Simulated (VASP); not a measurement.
Runs of VASP 6.6.1 on C. The structure is that of space group Fm-3m (No. 225), or close to it. The cells are those of the table. 

```csv
task,spin,cell,k mesh,cutoff (eV),gap on the mesh (eV),pressure (GPa),moment (μB)
single point,off,"a = 3.070 Å, angles 60.0°, 3 atoms",18 × 18 × 18,520,none,(a),-
single point,"collinear, ferromagnetic start","a = 3.064 Å, angles 60.0°, 3 atoms",6 × 6 × 6,520,none,5.5,0.00
relaxation of cell and atoms,off,"relaxed from a = 3.064 Å, angles 60.0°, 3 atoms",18 × 18 × 18,600,none,-0.1,-
single point,"collinear, ferromagnetic start","a = 2.994 Å, angles 60.0°, 3 atoms",8 × 8 × 8,520,none,16.1,0.00
single point,off,"a = 2.994 Å, angles 60.0°, 3 atoms",8 × 8 × 8,520,none,16.1,-
```

Alike in all rows: level PBE; potentials or basis VASP PAW PBE potentials, release 64 (C); smearing gaussian 0.1 eV.

Task: Fill in the values left out.

Result: (a) 0.1.

Caveats: some runs use coarse meshes.

A gap of «none» marks levels without a gap at the run's occupations.
